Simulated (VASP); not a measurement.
# Si4O7 (a cell with a defect) in VASP: further runs

Si4O7 (a cell with a defect) is run at these levels: PBE; tasks: single point.

Program: VASP 6.6.1. These are calculated values, not measurements. Logs are shortened: lines on timing, memory, paths and dates and some standing lists are left out, and cuts for length are marked.

### 1 The cell of the first run

The cell holds a defect, 11 atoms: a = 5.080 Å, b = 5.080 Å, c = 7.091 Å, α = 90.00°, β = 90.00°, γ = 90.00°.

### 2 Single point, PBE

The input, INCAR:

```
SYSTEM = Si4O7
PREC = Accurate ; ENCUT = 520
EDIFF = 1E-7 ; ISMEAR = 0
SIGMA = 0.05 ; LREAL = .False.
LASPH = .True. ; NELM = 100
ALGO = Normal ; ISIF = 2
LWAVE = .False. ; LCHARG = .False.
GGA = PE ; NBANDS = 40
```

The input, KPOINTS:

```
regular mesh
0
Gamma
  4 4 4
  0 0 0
```

The input, POSCAR:

```
Si4O7
1.0
    5.0799801732      0.0000000000      0.0000000000
    0.0000000000      5.0799801732      0.0000000000
    0.0000000000      0.0000000000      7.0914769300
Si O
4 7
Direct
    0.2944292339      0.2944292339      0.0000000000
    0.2055707661      0.7944292339      0.2500000000
    0.7055707661      0.7055707661      0.5000000000
    0.7944292339      0.2055707661      0.7500000000
    0.4053663613      0.7409644515      0.4248320116
    0.7590355485      0.9053663613      0.6748320116
    0.5946336387      0.2590355485      0.9248320116
    0.7409644515      0.4053663613      0.5751679884
    0.9362742532      0.6157368896      0.3113223550
    0.2590355485      0.5946336387      0.0751679884
    0.0946336387      0.2409644515      0.8251679884
```

Potentials or basis: VASP PAW PBE potentials, release 64 (Si, O).

The run is started by

```sh
cat potpaw_PBE.64/Si/POTCAR potpaw_PBE.64/O/POTCAR > POTCAR
mpirun -np 1 vasp_std > vasp.out
```

OUTCAR:

```text
SYSTEM = Si4O7
   PREC = Accurate
   ENCUT = 520
   EDIFF = 1E-7
   ISMEAR = 0
   LREAL = .False.
   LASPH = .True.
   NELM = 100
   ISIF = 2
   GGA = PE

 ion  position               nearest neighbor table
   1  0.294  0.294  0.000-  11 1.63  10 1.63   7 1.63   4 3.13   2 3.13   2 3.13   4 3.13
   2  0.206  0.794  0.250-   5 1.63  10 1.63   9 1.70   3 3.13   1 3.13   1 3.13   3 3.13
   3  0.706  0.706  0.500-   6 1.63   5 1.63   8 1.63   9 1.84   2 3.13   4 3.13   4 3.13   2 3.13

   4  0.794  0.206  0.750-   7 1.63   8 1.63   6 1.63  11 1.63   1 3.13   3 3.13   3 3.13   1 3.13

   5  0.405  0.741  0.425-   2 1.63   3 1.63
   6  0.759  0.905  0.675-   3 1.63   4 1.63
   7  0.595  0.259  0.925-   4 1.63   1 1.63
   8  0.741  0.405  0.575-   4 1.63   3 1.63
   9  0.936  0.616  0.311-   2 1.70   3 1.84
  10  0.259  0.595  0.075-   2 1.63   1 1.63
  11  0.095  0.241  0.825-   1 1.63   4 1.63

  LATTYP: Found a simple tetragonal cell.
 ALAT       =     5.0799801732
 C/A-ratio  =     1.3959654739

  Lattice vectors:

 A1 = (   5.0799801732,   0.0000000000,   0.0000000000)
 A2 = (   0.0000000000,   5.0799801732,   0.0000000000)
 A3 = (   0.0000000000,   0.0000000000,   7.0914769300)

Analysis of symmetry for initial positions (statically):
=====================================================================
 Subroutine PRICEL returns:
 Original cell was already a primitive cell.

 Routine SETGRP: Setting up the symmetry group for a
 simple tetragonal supercell.

 Subroutine GETGRP returns: Found  1 space group operations
 (whereof  1 operations were pure point group operations)
 out of a pool of 16 trial point group operations.

The static configuration has the point symmetry C_1 .

Analysis of symmetry for dynamics (positions and initial velocities):
=====================================================================
 Subroutine PRICEL returns:
 Original cell was already a primitive cell.

 Routine SETGRP: Setting up the symmetry group for a
 simple tetragonal supercell.

 Subroutine GETGRP returns: Found  1 space group operations
 (whereof  1 operations were pure point group operations)
 out of a pool of 16 trial point group operations.

The dynamic configuration has the point symmetry C_1 .

 Subroutine INISYM returns: Found  1 space group operations
[... 121 lines left out ...]
   ISIF   =      2    stress and relaxation
   ISYM   =      2    0-nonsym 1-usesym 2-fastsym
   POTIM  = 0.5000    time-step for ionic-motion
   TEBEG  =    0.0;   TEEND  =   0.0 temperature during run
   PSTRESS=    0.0 pullay stress
   NELECT =      58.0000    total number of electrons
   NUPDOWN=      -1.0000    fix difference up-down
   EMIN   =  10.00;   EMAX   =-10.00  energy-range for DOS
   EFERMI =   0.00;   METHOD = LEGACY
   ISMEAR =     0;   SIGMA  =   0.05  broadening in eV -4-tet -1-fermi 0-gaus
   EFERMI_NEDOS =   21; number of points for ismear=-14 and -15
   IALGO  =     38    algorithm
   IMIX   =      4    mixing-type and parameters
     AMIX     =   0.40;   BMIX     =  1.00
     AMIX_MAG =   1.60;   BMIX_MAG =  1.00
  volume/ion in A,a.u.               =      16.64       112.27
  Fermi-wavevector in a.u.,A,eV,Ry     =   1.116171  2.109257 16.950639  1.245837
  Thomas-Fermi vector in A             =   2.252782
   LORBIT       =      0    0 simple, 1 ext, 2 COOP (PROOUT), +10 PAW based schemes
   GGA     = PE    functional components
   LHFCALC =     F    Hartree Fock is set to
   AEXX    =    0.0000 exact exchange contribution
   IVDW    =     0    specifies the selected vdW correction
   LEPSILON=     F    determine dielectric tensor
   LRPA    =     F    only Hartree local field effects (RPA)
 non-spin polarized calculation
 Gauss-broadening in eV      SIGMA  =   0.05
  energy-cutoff  :      520.00
  volume of cell :      183.00
 maximum number of plane-waves:      4954
 NGX is ok and might be reduce to    40
   NGX = 19   NGY = 19   NGZ = 27

 number of electron      57.9999992 magnetization

 Free energy of the ion-electron system (eV)
  ---------------------------------------------------
  ext. energy  EPLUGINS =         0.00000000
  ---------------------------------------------------
  free energy    TOTEN  =       -82.28122335 eV

  energy without entropy =      -82.28122335  energy(sigma->0) =      -82.28122335

 E-fermi :   1.6260     XC(G=0):  -7.9509

 val. band max:        1.3544469752   @ k =   0.5000   0.5000   0.5000
 cond. band min:       3.7303262808   @ k =   0.0000   0.5000   0.0000
 fundamental gap:      2.3758793056
 Fermi energy:         1.6260425051

 k-point     1 :       0.0000    0.0000    0.0000
  band No.  band energies     occupation
      1     -19.7617      2.00000
      2     -18.9338      2.00000
      3     -18.7083      2.00000
      4     -17.9838      2.00000
      5     -17.9599      2.00000
      6     -17.8827      2.00000
[... 1021 lines left out ...]
     39       9.6020      0.00000
     40      10.1671      0.00000

 [... further k-points ...]

------------------------ aborting loop because EDIFF is reached ----------------------------------------

  FORCE on cell =-STRESS in cart. coord.  units (eV):
  Direction    XX          YY          ZZ          XY          YZ          ZX
  --------------------------------------------------------------------------------------
  -------------------------------------------------------------------------------------
  Total       -0.0929559     -5.1842668     -0.6287045     -0.0939041      1.1520992      1.8282084
  in kB       -0.8138172    -45.3875974     -5.5042282     -0.8221182     10.0864819     16.0057326
  external PRESSURE =     -17.2352143 kB  Pullay stress =       0.0000000 kB

 VOLUME and BASIS-vectors are now :
 -----------------------------------------------------------------------------
  energy-cutoff  :      520.00
  volume of cell :      183.00
      direct lattice vectors                 reciprocal lattice vectors
     5.079980173  0.000000000  0.000000000     0.196851162  0.000000000  0.000000000
     0.000000000  5.079980173  0.000000000     0.000000000  0.196851162  0.000000000
     0.000000000  0.000000000  7.091476930     0.000000000  0.000000000  0.141014349

 POSITION                                       TOTAL-FORCE (eV/Angst)
 -----------------------------------------------------------------------------------
      1.49569      1.49569      0.00000        -0.370044     -0.994634      1.160496
      1.04430      4.03568      1.77287        -1.280229      0.394360     -1.149142
      3.58429      3.58429      3.54574         1.617006     -2.162356     -1.803456
      4.03568      1.04430      5.31861        -0.053632      0.663610     -0.145378
      2.05925      3.76408      3.01269         1.052269      0.534693      0.411863
      3.85589      4.59924      4.78556         0.269668     -0.240475     -0.738370
      3.02073      1.31590      6.55842         0.062394     -0.218135      0.127590
      3.76408      2.05925      4.07879        -0.592546     -0.819609      1.368044
      4.75625      3.12793      2.20774        -1.888289      3.768928      2.234552
      1.31590      3.02073      0.53305         1.253394     -0.811306     -1.331288
      0.48074      1.22409      5.85166        -0.069993     -0.115077     -0.134911
 -----------------------------------------------------------------------------------
    total drift:                                0.000421     -0.000846     -0.000017

  FREE ENERGIE OF THE ION-ELECTRON SYSTEM (eV)
  ---------------------------------------------------
  free  energy   TOTEN  =       -82.2812233529 eV

  energy  without entropy=      -82.2812233529  energy(sigma->0) =      -82.28122335
```

OSZICAR:

```text
N       E                     dE             d eps       ncg     rms          rms(c)
DAV:   1     0.376693920061E+03    0.37669E+03   -0.28961E+04  2880   0.129E+03
DAV:   2    -0.594849692052E+02   -0.43618E+03   -0.42443E+03  3568   0.299E+02
DAV:   3    -0.935990850497E+02   -0.34114E+02   -0.33947E+02  3520   0.912E+01
DAV:   4    -0.940831469087E+02   -0.48406E+00   -0.48349E+00  3728   0.118E+01
DAV:   5    -0.940900286437E+02   -0.68817E-02   -0.68806E-02  3624   0.136E+00    0.264E+01
DAV:   6    -0.822859058203E+02    0.11804E+02   -0.49621E+01  3288   0.333E+01    0.125E+01
DAV:   7    -0.822974988957E+02   -0.11593E-01   -0.15466E+00  3440   0.613E+00    0.477E+00
DAV:   8    -0.822703736597E+02    0.27125E-01   -0.97097E-02  3760   0.196E+00    0.199E+00
DAV:   9    -0.822780817962E+02   -0.77081E-02   -0.44820E-02  3456   0.140E+00    0.327E-01
DAV:  10    -0.822801110340E+02   -0.20292E-02   -0.56996E-03  3528   0.466E-01    0.175E-01
DAV:  11    -0.822808533118E+02   -0.74228E-03   -0.81933E-04  3456   0.194E-01    0.979E-02
DAV:  12    -0.822811972934E+02   -0.34398E-03   -0.35292E-04  3376   0.107E-01    0.175E-02
DAV:  13    -0.822812135532E+02   -0.16260E-04   -0.27453E-05  3872   0.409E-02    0.926E-03
DAV:  14    -0.822812218181E+02   -0.82648E-05   -0.10654E-05  3416   0.203E-02    0.655E-03
DAV:  15    -0.822812230859E+02   -0.12678E-05   -0.15650E-06  3704   0.846E-03    0.352E-03
DAV:  16    -0.822812233351E+02   -0.24918E-06   -0.49526E-07  3424   0.399E-03    0.105E-03
DAV:  17    -0.822812233529E+02   -0.17892E-07   -0.73665E-08  2824   0.212E-03
   1 F= -.82281223E+02 E0= -.82281223E+02  d E =-.676197E-16
```

It took 4.2 min on 1 thread of AMD EPYC 9R14 (Zen 4), shared host; peak memory 0.35 GiB.

What came out:

| Property | Result |
| --- | --- |
| Free energy | -82.2812 eV |
| Pressure | -1.7 GPa |
| Largest force | 4.771 eV/Å |
| Band gap on the k mesh | 2.38 eV |

Forces on the atoms (eV/Å):
```
Si  -0.370 -0.995  1.160
Si  -1.280  0.394 -1.149
Si   1.617 -2.162 -1.803
Si  -0.054  0.664 -0.145
O    1.052  0.535  0.412
O    0.270 -0.240 -0.738
O    0.062 -0.218  0.128
O   -0.593 -0.820  1.368
O   -1.888  3.769  2.235
O    1.253 -0.811 -1.331
O   -0.070 -0.115 -0.135
```

Caveat: the cell differs from its parent crystal (atoms taken out, atom 9 moved -0.125 of the way to it and -0.675 Å across, host rigid).

### 3 Single point, PBE

The input, INCAR:

```
ALGO = Normal
EDIFF = 1E-6
ENCUT = 520
GGA = PE
ISIF = 2
ISMEAR = 0
LASPH = True
LCHARG = False
LREAL = False
LWAVE = False
NBANDS = 40
NELM = 100
PREC = Accurate
SIGMA = 0.05
```

The input, KPOINTS:

```
k-points
0
Gamma
  4 4 4
```

Changes to POSCAR since step 2:

```diff
@@ -16,3 +16,3 @@
     0.7409644515      0.4053663613      0.5751679884
-    0.9362742532      0.6157368896      0.3113223550
+    1.2586283284      1.1703663659      0.1669192247
     0.2590355485      0.5946336387      0.0751679884
```

Potentials or basis: VASP PAW PBE potentials, release 64 (Si, O).

The run is started by

```sh
cat potpaw_PBE.64/Si/POTCAR potpaw_PBE.64/O/POTCAR > POTCAR
mpirun -np 1 vasp_std > vasp.out
```

It took 3.3 min on 1 thread of AMD EPYC 9R14 (Zen 4), shared host; peak memory 0.35 GiB.

It converged, with:

```
Free energy            : -80.5734 eV
Pressure               : 5.6 GPa
Largest force          : 21.815 eV/Å
Band gap on the k mesh : 2.40 eV
```

Forces in eV/Å, atoms in the order of the input:
```
Si    2.377   7.953 -14.366
Si   -1.919   1.516  -0.160
Si    1.927   0.225  -0.664
Si    0.206   0.179   0.645
O     0.349   0.324  -0.259
O    -0.069  -0.131  -0.102
O     0.674   0.027  -0.868
O    -0.082   0.190  -0.400
O    -3.129 -13.532  16.822
O    -0.081   3.325  -0.166
O    -0.254  -0.075  -0.483
```

Stress tensor (GPa, compression positive):
```
-1.75  0.13  0.59
 0.13  3.51 -8.20
 0.59 -8.20 14.92
```

Levels at points of the mesh, in eV from the valence-band top:
```csv
k point,band 25,band 26,band 27,band 28,band 29,band 30,band 31,band 32,band 33,band 34
"(0.00, 0.00, 0.00)",-2.54,-1.91,-1.82,-1.73,-1.01,3.06,4.75,5.92,6.15,6.94
"(0.50, 0.00, 0.00)",-2.62,-2.33,-2.05,-1.71,-0.06,2.40,5.13,5.61,5.87,6.67
"(0.00, 0.50, 0.00)",-2.86,-2.32,-2.15,-1.90,-0.75,3.26,5.04,6.11,6.53,6.88
"(0.50, 0.50, 0.00)",-2.56,-2.43,-2.19,-2.06,-0.09,2.69,5.04,5.60,6.35,7.14
"(0.00, 0.00, 0.50)",-2.44,-2.02,-1.87,-1.79,-0.76,2.77,5.04,5.68,6.53,6.98
"(0.50, 0.00, 0.50)",-2.63,-2.44,-1.90,-1.72,-0.16,2.49,5.16,5.51,5.82,6.68
"(0.00, 0.50, 0.50)",-2.81,-2.24,-1.96,-1.87,-0.92,3.31,5.47,6.00,6.44,6.57
"(0.50, 0.50, 0.50)",-2.63,-2.46,-2.17,-2.08,0.00,2.63,5.12,5.47,6.46,7.48
```

Caveat: the cell differs from its parent crystal (atoms taken out, atom 9 moved 1.125 of the way to it and +0.225 Å across, host rigid).

### 4 Single point, PBE

The input, INCAR:

```
PREC = Accurate
ENCUT = 520
EDIFF = 1E-7
ISMEAR = 0
SIGMA = 0.05
LREAL = F
LASPH = T
NELM = 80
ALGO = Normal
ISIF = 2
LWAVE = F
LCHARG = F
GGA = PE
NBANDS = 40
```

The input, KPOINTS:

```
Automatic mesh
0
Gamma
  4 4 4
```

Changes to POSCAR since step 3:

```diff
@@ -16,3 +16,3 @@
     0.7409644515      0.4053663613      0.5751679884
-    1.2586283284      1.1703663659      0.1669192247
+    1.0069297607      0.9186677982      0.2796712072
     0.2590355485      0.5946336387      0.0751679884
```

The run is started by

```sh
cat potpaw_PBE.64/Si/POTCAR potpaw_PBE.64/O/POTCAR > POTCAR
mpirun -np 1 vasp_std > vasp.out
```

It took 3.8 min on 1 thread of AMD EPYC 9R14 (Zen 4), shared host; peak memory 0.35 GiB.

Results (log left out):

```
Free energy            : -74.6720 eV
Pressure               : 15.2 GPa
Largest force          : 43.583 eV/Å
Band gap on the k mesh : 0.48 eV
```

Forces in eV/Å, atoms in the order of the input:
```
Si    0.014  -2.215   1.456
Si   35.435 -19.637  -8.899
Si    0.421   0.507   0.019
Si    0.333  -0.024   0.669
O     0.831  -0.315   0.083
O     0.002  -0.255  -0.270
O     0.680   0.236  -0.669
O     0.017   0.340  -0.549
O   -37.248  20.954   8.543
O    -0.095   0.299   0.327
O    -0.390   0.110  -0.711
```

Stress tensor (GPa, compression positive):
```
 33.26 -21.11  -4.95
-21.11  11.05   6.53
 -4.95   6.53   1.18
```

Levels at points of the mesh, in eV from the valence-band top:
```csv
k point,band 25,band 26,band 27,band 28,band 29,band 30,band 31,band 32,band 33,band 34
"(0.00, 0.00, 0.00)",-4.39,-4.16,-3.89,-3.45,-1.30,0.80,3.91,4.26,4.67,5.35
"(0.50, 0.00, 0.00)",-4.55,-4.17,-3.98,-3.90,-0.72,0.70,3.56,3.99,4.93,5.31
"(0.00, 0.50, 0.00)",-4.47,-4.12,-3.93,-3.62,-0.18,0.59,3.06,4.55,4.99,5.27
"(0.50, 0.50, 0.00)",-4.36,-4.25,-4.06,-3.80,-0.14,1.04,3.04,3.98,4.29,5.55
"(0.00, 0.00, 0.50)",-4.23,-4.00,-3.90,-3.65,-0.91,0.48,3.72,4.06,4.54,5.33
"(0.50, 0.00, 0.50)",-4.45,-4.23,-4.10,-3.69,-0.91,0.90,3.61,4.09,4.52,5.42
"(0.00, 0.50, 0.50)",-4.36,-4.27,-3.95,-3.49,-0.43,0.87,3.08,4.30,5.09,5.28
"(0.50, 0.50, 0.50)",-4.42,-4.28,-4.20,-3.80,0.00,0.96,3.06,3.93,4.83,5.11
```

Caveat: the cell differs from its parent crystal (atoms taken out, atom 9 moved 0.375 of the way to it and +0.225 Å across, host rigid); atoms lie so close that the PAW spheres overlap strongly, which falsifies energies and pressures.

### 5 The runs side by side

| cell | gap on the mesh (eV) | pressure (GPa) | largest force (eV/Å) |
| --- | --- | --- | --- |
| as given, atomic positions A | 2.38 | -1.7 | 4.77 |
| as given, atomic positions B | 2.40 | 5.6 | 21.82 |
| as given, atomic positions C | 0.48 | 15.2 | 43.58 |

Alike in all rows: task single point; level PBE; potentials or basis VASP PAW PBE potentials, release 64 (Si, O); no spin polarisation; k mesh 4 × 4 × 4; cutoff (eV) 520; smearing gaussian 0.05 eV.

Caveats: atoms lie so close that the PAW spheres overlap strongly, which falsifies energies and pressures (at least some runs).

Total energies depend on the potentials used, so only differences within one code and one set of settings carry meaning.
